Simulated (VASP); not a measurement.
# C (Fd-3m) in VASP: single point with HSE06

Aim: the single point of C with HSE06.

Everything below comes from runs of VASP 6.6.1. Logs are shortened: lines on timing, memory, paths and dates and some standing lists are left out, and cuts for length are marked.

## (1) The cell of the first run

It takes space group Fd-3m (No. 227, cubic). The conventional cell has a = 3.572 Å, b = 3.572 Å, c = 3.572 Å, α = 90.00°, β = 90.00°, γ = 90.00°. C (site symmetry -43m) has 4 C at 1.55 Å within 2.1 Å.

## (2) Single point, HSE06

Contents of POSCAR:

```
C
1.0
    0.0000000000      1.7857700261      1.7857700261
    1.7857700261      0.0000000000      1.7857700261
    1.7857700261      1.7857700261      0.0000000000
C
2
Direct
    0.0000000000      0.0000000000      0.0000000000
    0.2500000000      0.2500000000      0.2500000000
```

Contents of INCAR.step1:

```
SYSTEM = C
PREC = Accurate ; ENCUT = 520
EDIFF = 1E-5 ; ISMEAR = -1
SIGMA = 0.01 ; LREAL = .False.
LASPH = .True. ; NELM = 80
ALGO = Normal ; ISIF = 2
LWAVE = .True. ; LCHARG = .False.
GGA = PE ; NBANDS = 11
```

Contents of INCAR.step2:

```
SYSTEM = C
PREC = Accurate ; ENCUT = 520
EDIFF = 1E-6 ; ISMEAR = -1
SIGMA = 0.01 ; LREAL = .False.
LASPH = .True. ; NELM = 80
ALGO = Normal ; ISIF = 2
LWAVE = .False. ; LCHARG = .False.
GGA = PE ; LHFCALC = .True.
HFSCREEN = 0.2079 ; PRECFOCK = Normal
ISTART = 1 ; NBANDS = 11
```

Contents of KPOINTS:

```
regular mesh
0
Gamma
  9 9 9
  0 0 0
```

Potentials or basis: VASP PAW PBE potentials, release 64 (C).

Command:

```
$ cat potpaw_PBE.64/C/POTCAR > POTCAR
$ cp INCAR.step1 INCAR
$ mpirun -np 1 vasp_std > vasp.out
$ cp INCAR.step2 INCAR
$ mpirun -np 1 vasp_std > vasp.out
```

OUTCAR:

```text
SYSTEM = C
   PREC = Accurate
   ENCUT = 520
   EDIFF = 1E-6
   ISMEAR = -1
   LREAL = .False.
   LASPH = .True.
   NELM = 80
   ISIF = 2
   GGA = PE
   LHFCALC = .True.
   HFSCREEN = 0.2079
   PRECFOCK = Normal
   ISTART = 1

 ion  position               nearest neighbor table
   1  0.000  0.000  0.000-   2 1.55   2 1.55   2 1.55   2 1.55
   2  0.250  0.250  0.250-   1 1.55   1 1.55   1 1.55   1 1.55

  LATTYP: Found a face centered cubic cell.
 ALAT       =     3.5715400522

  Lattice vectors:

 A1 = (   0.0000000000,   1.7857700261,   1.7857700261)
 A2 = (   1.7857700261,   0.0000000000,   1.7857700261)
 A3 = (   1.7857700261,   1.7857700261,   0.0000000000)

Analysis of symmetry for initial positions (statically):
=====================================================================
 Subroutine PRICEL returns:
 Original cell was already a primitive cell.

 Routine SETGRP: Setting up the symmetry group for a
 face centered cubic supercell.

 Subroutine GETGRP returns: Found 48 space group operations
 (whereof 24 operations were pure point group operations)
 out of a pool of 48 trial point group operations.

The static configuration has the point symmetry T_d .
 The point group associated with its full space group is O_h .

Analysis of symmetry for dynamics (positions and initial velocities):
=====================================================================
 Subroutine PRICEL returns:
 Original cell was already a primitive cell.

 Routine SETGRP: Setting up the symmetry group for a
 face centered cubic supercell.

 Subroutine GETGRP returns: Found 48 space group operations
 (whereof 24 operations were pure point group operations)
 out of a pool of 48 trial point group operations.

The dynamic configuration has the point symmetry T_d .
 The point group associated with its full space group is O_h .

 Subroutine INISYM returns: Found 48 space group operations
 (whereof 24 operations are pure point group operations),
 and found     1 'primitive' translations

----------------------------------------------------------------------------------------

                                     Primitive cell

  volume of cell :      11.3896

  direct lattice vectors                    reciprocal lattice vectors
     0.000000000  1.785770026  1.785770026    -0.279991260  0.279991260  0.279991260
     1.785770026  0.000000000  1.785770026     0.279991260 -0.279991260  0.279991260
     1.785770026  1.785770026  0.000000000     0.279991260  0.279991260 -0.279991260

  length of vectors
     2.525460190  2.525460190  2.525460190     0.484959088  0.484959088  0.484959088

  position of ions in fractional coordinates (direct lattice)
     0.000000000  0.000000000  0.000000000
     0.250000000  0.250000000  0.250000000

  ion indices of the primitive-cell ions
   primitive index   ion index
                 1           1
                 2           2

----------------------------------------------------------------------------------------

 KPOINTS: regular mesh

Automatic generation of k-mesh.
 Grid dimensions read from file:
 generate k-points for:    9    9    9

 Generating k-lattice:

  Cartesian coordinates                     Fractional coordinates (reciprocal lattice)
    -0.031110140  0.031110140  0.031110140     0.111111111  0.000000000  0.000000000
     0.031110140 -0.031110140  0.031110140     0.000000000  0.111111111  0.000000000
     0.031110140  0.031110140 -0.031110140     0.000000000  0.000000000  0.111111111

  Length of vectors
     0.053884343  0.053884343  0.053884343

  Shift w.r.t. Gamma in fractional coordinates (k-lattice)
     0.000000000  0.000000000  0.000000000

 Subroutine IBZKPT returns following result:
 ===========================================

 Found     35 irreducible k-points:

 Following reciprocal coordinates:
            Coordinates               Weight
  0.000000  0.000000  0.000000      1.000000
  0.111111  0.000000  0.000000      8.000000
  0.222222  0.000000  0.000000      8.000000
  0.333333  0.000000  0.000000      8.000000
  0.444444  0.000000  0.000000      8.000000
  0.111111  0.111111  0.000000      6.000000
[... 16 lines left out ...]
 -0.333333  0.333333  0.000000     12.000000
  0.444444  0.444444  0.000000      6.000000
 [... further k-points ...]
   k-points           NKPTS =     35   k-points in BZ     NKDIM =    729   number of bands    NBANDS=     11
   number of dos      NEDOS =    301   number of ions     NIONS =      2
   total plane-waves  NPLWV =   8000
   dimension x,y,z NGX =    20 NGY =   20 NGZ =   20
   dimension x,y,z NGXF=    40 NGYF=   40 NGZF=   40
   ions per type =               2
   NGX,Y,Z   is equivalent  to a cutoff of  13.17, 13.17, 13.17 a.u.
   NGXF,Y,Z  is equivalent  to a cutoff of  26.33, 26.33, 26.33 a.u.
 SYSTEM =  C
   PREC   = accura    normal or accurate (medium, high low for compatibility)
   ISTART =      1    job   : 0-new  1-cont  2-samecut
   ICHARG =      0    charge: 1-file 2-atom 10-const
   ISPIN  =      1    spin polarized calculation?
   LNONCOLLINEAR =      F non collinear calculations
   LSORBIT =      F    spin-orbit coupling
   LASPH  =      T    aspherical Exc in radial PAW
   ENCUT  =  520.0 eV  38.22 Ry    6.18 a.u.   4.70  4.70  4.70*2*pi/ulx,y,z
   NELM   =     80;   NELMIN=  2; NELMDL=  0     # of ELM steps
   EDIFF  = 0.1E-05   stopping-criterion for ELM
   LREAL  =      F    real-space projection
   EDIFFG = 0.1E-04   stopping-criterion for IOM
   NSW    =      0    number of steps for IOM
   IBRION =     -1    ionic relax: 0-MD 1-quasi-New 2-CG
   NFREE  =      0    steps in history (QN), initial steepest desc. (CG)
   ISIF   =      2    stress and relaxation
   ISYM   =      3    0-nonsym 1-usesym 2-fastsym
   POTIM  = 0.5000    time-step for ionic-motion
   TEBEG  =    0.0;   TEEND  =   0.0 temperature during run
   PSTRESS=    0.0 pullay stress
   NELECT =       8.0000    total number of electrons
   NUPDOWN=      -1.0000    fix difference up-down
   EMIN   =  10.00;   EMAX   =-10.00  energy-range for DOS
   EFERMI =   0.00;   METHOD = LEGACY
   ISMEAR =    -1;   SIGMA  =   0.01  broadening in eV -4-tet -1-fermi 0-gaus
   EFERMI_NEDOS =   21; number of points for ismear=-14 and -15
   IALGO  =     38    algorithm
   IMIX   =      1    mixing-type and parameters
     AMIX     =   0.40;   BMIX     =  1.00
     AMIX_MAG =   1.60;   BMIX_MAG =  1.00
  volume/ion in A,a.u.               =       5.69        38.43
  Fermi-wavevector in a.u.,A,eV,Ry     =   1.455244  2.750013 28.813555  2.117737
  Thomas-Fermi vector in A             =   2.572302
   LORBIT       =      0    0 simple, 1 ext, 2 COOP (PROOUT), +10 PAW based schemes
   GGA     = PE    functional components
   LHFCALC =     T    Hartree Fock is set to
   PRECFOCK=normal    Normal, Fast or Accurate (Low or Medium for compatibility)
   ENCUT4O =  -1.0   cutoff for four orbital integrals eV
   NKREDX  =     1    reduce k-point grid by
   NKREDY  =     1    reduce k-point grid by
   NKREDZ  =     1    reduce k-point grid by
   AEXX    =    0.2500 exact exchange contribution
   HFSCREEN=    0.2079 screening length (either q_TF or 0.3 A-1)
   HFSCREENC=   0.2079 screening length for correlation (either q_TF or 0.3 A-1)
   ENCUTFOCK=  -1.0 apply spherical cutoff to Coloumb kernel
   IVDW    =     0    specifies the selected vdW correction
   LEPSILON=     F    determine dielectric tensor
   LRPA    =     F    only Hartree local field effects (RPA)
 non-spin polarized calculation
  energy-cutoff  :      520.00
  volume of cell :       11.39
 maximum number of plane-waves:       331
  NGX = 16; NGY = 16; NGZ = 16

 number of electron       7.9999999 magnetization

 Free energy of the ion-electron system (eV)
  ---------------------------------------------------
  ext. energy  EPLUGINS =         0.00000000
  ---------------------------------------------------
  free energy    TOTEN  =       -21.04680943 eV

  energy without entropy =      -21.04680943  energy(sigma->0) =      -21.04680943

 E-fermi :   9.3328     XC(G=0): -10.8080

 val. band max:        9.0552878831   @ k =   0.0000   0.0000   0.0000
 cond. band min:      14.3579314019   @ k =   0.3333   0.3333   0.0000
 fundamental gap:      5.3026435187
 Fermi energy:         9.3327944859

 k-point     1 :       0.0000    0.0000    0.0000
  band No.  band energies     occupation
      1     -14.4239      2.00000
      2       9.0553      2.00000
      3       9.0553      2.00000
      4       9.0553      2.00000
      5      16.0129      0.00000
      6      16.0129      0.00000
      7      16.0129      0.00000
      8      24.2184      0.00000
      9      29.8440      0.00000
     10      37.3056      0.00000
     11      37.3056      0.00000

 k-point     2 :       0.1111    0.0000    0.0000
  band No.  band energies     occupation
      1     -14.0552      2.00000
      2       6.9129      2.00000
      3       8.4899      2.00000
      4       8.4899      2.00000
      5      16.7638      0.00000
      6      16.7638      0.00000
      7      17.1311      0.00000
      8      24.5429      0.00000
      9      30.4525      0.00000
     10      34.4259      0.00000
     11      34.4259      0.00000

 k-point     3 :       0.2222    0.0000    0.0000
  band No.  band energies     occupation
      1     -12.9575      2.00000
      2       2.9084      2.00000
      3       7.4246      2.00000
      4       7.4246      2.00000
      5      18.1051      0.00000
      6      18.1051      0.00000
      7      18.4218      0.00000
      8      25.3977      0.00000
      9      31.3492      0.00000
     10      33.0333      0.00000
     11      33.0333      0.00000

 k-point     4 :       0.3333    0.0000    0.0000
  band No.  band energies     occupation
      1     -11.1684      2.00000
      2      -1.1910      2.00000
      3       6.5370      2.00000
      4       6.5370      2.00000
      5      18.8854      0.00000
      6      18.8854      0.00000
      7      19.0607      0.00000
      8      26.2567      0.00000
      9      31.7638      0.00000
     10      33.9838      0.00000
     11      33.9838      0.00000

 k-point     5 :       0.4444    0.0000    0.0000
  band No.  band energies     occupation
      1      -8.9058      2.00000
      2      -4.6843      2.00000
      3       6.0628      2.00000
      4       6.0628      2.00000
      5      19.0489      0.00000
      6      19.0489      0.00000
      7      19.3080      0.00000
      8      26.6000      0.00000
      9      32.6305      0.00000
     10      35.5636      0.00000
     11      36.3698      0.00000
[... 211 lines left out ...]
 k-point    21 :       0.4444    0.3333    0.0000
  band No.  band energies     occupation
      1      -8.3468      2.00000
      2      -1.1033      2.00000
      3       1.8254      2.00000
      4       2.8905      2.00000
      5      15.0992      0.00000
      6      17.7404      0.00000
      7      26.1007      0.00000
      8      26.2170      0.00000
      9      33.2406      0.00000
     10      34.2566      0.00000
     11      41.7995      0.00000

 k-point    22 :      -0.4444    0.3333    0.0000
  band No.  band energies     occupation
      1      -6.2125      2.00000
      2      -3.2319      2.00000
      3      -0.2098      2.00000
      4       3.1276      2.00000
      5      15.8183      0.00000
      6      20.4902      0.00000
      7      25.6157      0.00000
      8      26.4145      0.00000
      9      30.8245      0.00000
     10      35.3637      0.00000
     11      37.8993      0.00000

 k-point    23 :      -0.3333    0.3333    0.0000
  band No.  band energies     occupation
      1      -6.4172      2.00000
      2      -2.9781      2.00000
      3      -1.1025      2.00000
      4       3.9601      2.00000
      5      16.6588      0.00000
      6      23.9763      0.00000
      7      24.5214      0.00000
      8      26.1282      0.00000
      9      27.6083      0.00000
     10      34.3976      0.00000
     11      36.1917      0.00000

 k-point    24 :       0.4444    0.4444    0.0000
  band No.  band energies     occupation
      1      -6.8542      2.00000
      2      -3.0001      2.00000
      3       2.3322      2.00000
      4       2.3322      2.00000
      5      14.5219      0.00000
      6      15.6660      0.00000
      7      27.7955      0.00000
      8      27.7955      0.00000
      9      34.0005      0.00000
     10      34.7697      0.00000
     11      43.7395      0.00000

 [... further k-points ...]

------------------------ aborting loop because EDIFF is reached ----------------------------------------

  FORCE on cell =-STRESS in cart. coord.  units (eV):
  Direction    XX          YY          ZZ          XY          YZ          ZX
  --------------------------------------------------------------------------------------
  -------------------------------------------------------------------------------------
  Total       -0.6467841     -0.6467841     -0.6467841     -0.0000000      0.0000000     -0.0000000
  in kB      -90.9836433    -90.9836433    -90.9836433     -0.0000000      0.0000000     -0.0000000
  external PRESSURE =     -90.9836433 kB  Pullay stress =       0.0000000 kB

 VOLUME and BASIS-vectors are now :
 -----------------------------------------------------------------------------
  energy-cutoff  :      520.00
  volume of cell :       11.39
      direct lattice vectors                 reciprocal lattice vectors
     0.000000000  1.785770026  1.785770026    -0.279991260  0.279991260  0.279991260
     1.785770026  0.000000000  1.785770026     0.279991260 -0.279991260  0.279991260
     1.785770026  1.785770026  0.000000000     0.279991260  0.279991260 -0.279991260

 POSITION                                       TOTAL-FORCE (eV/Angst)
 -----------------------------------------------------------------------------------
      0.00000      0.00000      0.00000         0.000000      0.000000      0.000000
      0.89289      0.89289      0.89289        -0.000000     -0.000000     -0.000000
 -----------------------------------------------------------------------------------
    total drift:                               -0.000000      0.000000      0.000000

  FREE ENERGIE OF THE ION-ELECTRON SYSTEM (eV)
  ---------------------------------------------------
  free  energy   TOTEN  =       -21.0468094270 eV

  energy  without entropy=      -21.0468094270  energy(sigma->0) =      -21.04680943
```

It took 11 min on 1 thread of Intel Xeon Platinum 8488C (Sapphire Rapids), shared host; peak memory 0.22 GiB.

Results:

* Free energy: -21.0468 eV
* Pressure: -9.1 GPa
* Band gap on the k mesh: 5.30 eV (least direct gap 6.96 eV)

Caveat: the cell stands under tension; the PAW data sets were made with another functional, which shifts forces and pressure a little; an odd mesh through Γ misses points on the zone boundary, where band edges can lie.
